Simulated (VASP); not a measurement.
Wanted: the native input for a VASP 6.6.1 run.

- Task: single point
- Functional: PBE
- Potentials or basis: VASP PAW PBE potentials, release 64 (Rh_pv)
- Cutoff: 520 eV
- k mesh: 24 × 24 × 24
- Occupations: gaussian, width 0.1 eV
- Spin: no spin polarisation
- Dipole correction: no
- Further INCAR settings: ALGO = Normal; EDIFF = 1e-06; NBANDS = 14

The structure of Rh lies in POSCAR:

```
Rh
1.0
    0.0000000000      1.8348894011      1.8348894011
    1.8348894011      0.0000000000      1.8348894011
    1.8348894011      1.8348894011      0.0000000000
Rh
1
Direct
    0.0000000000      0.0000000000      0.0000000000
```

The input as run:

INCAR

```
SYSTEM = Rh
PREC = Accurate
ENCUT = 520
EDIFF = 1E-6
ISMEAR = 0
SIGMA = 0.1
LREAL = .False.
LASPH = .True.
NELM = 80
ALGO = Normal
ISIF = 2
LWAVE = .False.
LCHARG = .False.
GGA = PE
NBANDS = 14
```

KPOINTS

```
regular mesh
0
Gamma
  24 24 24
  0 0 0
```

Potentials or basis: VASP PAW PBE potentials, release 64 (Rh_pv).

Launch:

```console
$ cat potpaw_PBE.64/Rh_pv/POTCAR > POTCAR
$ mpirun -np 1 vasp_std > vasp.out
```

It gave:

```
Pressure               : 45.8 GPa
Band gap on the k mesh : zero (an odd number of electrons rules out a gap without spin polarisation)
```

Caveat: the cell stands under pressure.

It took 79 s on 1 thread of Intel Xeon 8259CL, with other jobs on the host, peak memory 0.18 GiB.
